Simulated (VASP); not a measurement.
A run of VASP 6.6.1:

Contents of POSCAR:

```
Mg2Sn
1.0
    0.0000000000      3.3799352829      3.3799352829
    3.3799352829      0.0000000000      3.3799352829
    3.3799352829      3.3799352829      0.0000000000
Sn Mg
1 2
Direct
    0.0000000000      0.0000000000      0.0000000000
    0.2500000000      0.2500000000      0.2500000000
    0.7500000000      0.7500000000      0.7500000000
```

The input INCAR.step1:

```
SYSTEM = Mg2Sn
PREC = Accurate
ENCUT = 520
EDIFF = 1E-5
ISMEAR = -1
SIGMA = 0.02
LREAL = .FALSE.
LASPH = .TRUE.
NELM = 120
ALGO = Normal
ISIF = 2
LWAVE = .TRUE.
LCHARG = .FALSE.
NBANDS = 16
GGA = PE
GGA_COMPAT = .FALSE.
```

The input INCAR.step2:

```
SYSTEM = Mg2Sn
PREC = Accurate
ENCUT = 520
EDIFF = 1E-6
ISMEAR = -1
SIGMA = 0.02
LREAL = .FALSE.
LASPH = .TRUE.
NELM = 120
ALGO = Normal
ISIF = 2
LWAVE = .FALSE.
LCHARG = .FALSE.
GGA = PE
LHFCALC = .TRUE.
HFSCREEN = 0.2079
PRECFOCK = Normal
NBANDS = 16
ISTART = 1
GGA_COMPAT = .FALSE.
```

KPOINTS

```
regular mesh
0
G
  4 4 4
  0 0 0
```

Potentials or basis: VASP PAW PBE potentials, release 64 (Sn_d, Mg).

The run is started by

```sh
$ cat potpaw_PBE.64/Sn_d/POTCAR potpaw_PBE.64/Mg/POTCAR > POTCAR
$ cp INCAR.step1 INCAR
$ mpirun -np 1 vasp_std > vasp.out
$ cp INCAR.step2 INCAR
$ mpirun -np 1 vasp_std > vasp.out
```

Hardware: 1 thread of Intel(R) Xeon(R) 6975P-C (Granite Rapids), on a shared host.

Task: Estimate the wall time of this run.

Result: It took 6.9 min on 1 thread of Intel(R) Xeon(R) 6975P-C (Granite Rapids), on a shared host, peak memory 0.32 GiB. Counts: k points 8.
